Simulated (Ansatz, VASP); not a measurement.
## Two plane-wave programs on WAu

POSCAR

```
WAu
1.0
    0.0000000000      2.9092100000      2.9092100000
    2.9092100000      0.0000000000      2.9092100000
    2.9092100000      2.9092100000      0.0000000000
W Au
1 1
Direct
    0.0000000000      0.0000000000      0.0000000000
    0.7500000000      0.7500000000      0.7500000000
```

Contents of INCAR.step1:

```
SYSTEM = WAu
  PREC = Accurate
  ENCUT = 520
  EDIFF = 1E-5
  ISMEAR = -1
  SIGMA = 0.05
  LREAL = .False.
  LASPH = .True.
  NELM = 80
  ALGO = Normal
  ISIF = 2
  LWAVE = .True.
  LCHARG = .False.
  NBANDS = 20
  GGA = PE
```

The input INCAR.step2:

```
SYSTEM = WAu
  PREC = Accurate
  ENCUT = 520
  EDIFF = 1E-6
  ISMEAR = -1
  SIGMA = 0.05
  LREAL = .False.
  LASPH = .True.
  NELM = 80
  ALGO = Normal
  ISIF = 2
  LWAVE = .False.
  LCHARG = .False.
  GGA = PS
  LHFCALC = .True.
  AEXX = 0.25
  HFSCREEN = 0.207
  PRECFOCK = Normal
  NBANDS = 20
  ISTART = 1
```

File KPOINTS:

```
Automatic mesh
0
Gamma
  4 4 4
  0 0 0
```

The input input:

```
crystal:
  lattice:
    - [0.0, 2.90921, 2.90921]
    - [2.90921, 0.0, 2.90921]
    - [2.90921, 2.90921, 0.0]
  atoms:
    - { symbol: W, position: [0.0, 0.0, 0.0] }
    - { symbol: Au, position: [0.75, 0.75, 0.75] }
hamiltonian:
  xc:
    exchange: hjs_pbesol
    correlation: pbesol
    exx: { coeff: 0.25, omega: 0.207 }
  pseudopotentials: { kind: paw }
kpoints:
  mp_grid: { grid: [4, 4, 4] }
  band_path:
    path:
      - [[0.0, 0.0, 0.0], [0.5, 0.0, 0.5], [0.5, 0.25, 0.75], [0.375, 0.375, 0.75], [0.0, 0.0, 0.0], [0.5, 0.5, 0.5], [0.625, 0.25, 0.625], [0.5, 0.25, 0.75], [0.5, 0.5, 0.5], [0.375, 0.375, 0.75]]
      - [[0.625, 0.25, 0.625], [0.5, 0.0, 0.5]]
    npoints: 4
scf:
  occupations: { method: fermi_dirac, width: 0.05 }
  n_extra_bands: 6
output:
  forces: true
  stress: true
  eigenvalues: true
  fatbands: false
```

Alike in both runs: functional PBEsol-based screened hybrid with a share of 0.25 of exact exchange and HFSCREEN = 0.207; k mesh 4 × 4 × 4; occupations fermi-dirac, width 0.05 eV; no spin polarisation.

|  | VASP | Ansatz |
| --- | --- | --- |
| version | VASP 6.6.1 | Ansatz 0.2.0 |
| potentials or method | VASP PAW PBE potentials, release 64 (W_sv, Au) | Ansatz PAW |
| plane-wave cutoff (eV) | 520 | 420 |
| valence electrons in the cell | 25 | 33 |
| task | single point | band structure |

Ansatz gave:

| Property | Result |
| --- | --- |
| gap on the k mesh at the Fermi level (eV) | none |
| pressure (GPa) | -6.9 |

**Question.** Which values does VASP return?

**Answer.** gap on the k mesh at the Fermi level (eV): none; pressure (GPa): -6.8.

VASP's potentials were made for PBE, not for PBEsol-based screened hybrid. A gap of «none» marks a metal or a gap that the smearing closes. VASP's potentials hold 25 valence electrons a cell and Ansatz's 33, so a difference there can come from the potentials and not from the codes.

The k mesh is coarse, so the values compare programs but aren't converged. Neither program's run includes spin-orbit coupling.
